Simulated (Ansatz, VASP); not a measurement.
# Mo in VASP and in Ansatz

```
CELL_PARAMETERS angstrom
2.82448 -0.01805 -0.04836
-1.42787 2.31755 0.01455
-0.04517 -0.01038 2.53733
ATOMIC_POSITIONS crystal
Mo 0.00000 0.00000 0.50000
```

Change from the starting cell: cell sheared at random, sigma 0.01, atoms nudged by 0.01 Å.

Alike in both runs: functional PBE-based screened hybrid with a share of 0.25 of exact exchange and HFSCREEN = 0.3; k mesh 6 × 6 × 5; occupations fermi-dirac, width 0.05 eV; no spin polarisation.

```csv
,VASP,Ansatz
version,VASP 6.6.1,Ansatz 0.2.0
potentials or method,"VASP PAW PBE potentials, release 64 (Mo_sv)",Ansatz PAW
plane-wave cutoff (eV),520,420
valence electrons in the cell,14,14
task,single point,band structure
```

Ansatz gave:

- gap on the k mesh at the Fermi level (eV): none
- pressure (GPa): -1.2
- traceless stress, the component that is largest in VASP (GPa): 9.46

What did VASP give for the same quantities?

gap on the k mesh at the Fermi level (eV): none; pressure (GPa): -0.4; traceless stress, the component that is largest in VASP (GPa): 9.34.

VASP's potentials were made for PBE, not for PBE-based screened hybrid. A gap of «none» marks a metal or a gap that the smearing closes. The functional is the same, so the differences come from potentials, cutoffs and numerics.

The k mesh is coarse, so the values compare programs but aren't converged.
